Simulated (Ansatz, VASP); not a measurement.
One calculation of Na, two programs

```
Na
1.0
    -2.11250    2.11250    2.11250
     2.11250   -2.11250    2.11250
     2.11250    2.11250   -2.11250
Na
1
Direct
  0.00000 0.00000 0.00000
```

Alike in both runs: task single point; functional r2SCAN; k mesh 11 × 11 × 11; occupations methfessel-paxton of order 1, width 0.6 eV; no spin polarisation.

|  | VASP | Ansatz |
| --- | --- | --- |
| version | VASP 6.6.1 | Ansatz 0.2.0 |
| potentials or method | VASP PAW PBE potentials, release 64 (Na_pv), cutoff 520 eV | plane waves (500 eV) with PAW, scalar-relativistic |
| valence electrons in the cell | 7 | 9 |

```csv
,VASP,Ansatz,Ansatz less VASP
pressure (GPa),0.1,0.0,-0.09
```

VASP's potentials were made for PBE, not for r2SCAN. With one functional, cell and mesh, what is left measures potentials, basis and numerics. VASP's potentials hold 7 valence electrons a cell and Ansatz's 9, so a difference there can come from the potentials and not from the codes.
